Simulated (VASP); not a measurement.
BaMo2:

```
CELL_PARAMETERS angstrom
0.00000 3.29574 3.29574
3.29574 0.00000 3.29574
3.29574 3.29574 0.00000
ATOMIC_POSITIONS crystal
Ba 0.75000 0.75000 0.75000
Mo 0.50000 0.50000 0.50000
Mo 0.25000 0.25000 0.25000
```

```yaml
Program: VASP 6.6.1
Task: relaxation of cell and atoms
Functional: PBE
Potentials_or_basis: VASP PAW PBE potentials, release 64 (Ba_sv, Mo_sv)
Cutoff: 600 eV
k_mesh: 12 × 12 × 12
Occupations: gaussian, width 0.1 eV
Spin: no spin polarisation
```

At the start: pressure 2.2 GPa; volume 23.87 Å³/atom.

Q: Where does the relaxation end?

A: Over 3 steps the energy falls by 4.5 meV/atom and the volume is 24.53 Å³/atom (+2.8 %); space group F-43m (No. 216, to 0.05 Å).

Step by step:
```
step  energy change (eV)  largest force (eV/Å)  pressure (GPa)  volume (Å³)
   1              0.0000                0.0000            2.25        71.60
   2             -0.0060                0.0000           -1.54        75.12
   3             -0.0135                0.0000            0.00        73.58
```

Final structure:
```
Ba Mo
1.0
     0.00000    3.32587    3.32587
     3.32587    0.00000    3.32587
     3.32587    3.32587    0.00000
Ba Mo
1 2
Direct
  0.75000 0.75000 0.75000
  0.50000 0.50000 0.50000
  0.25000 0.25000 0.25000
```
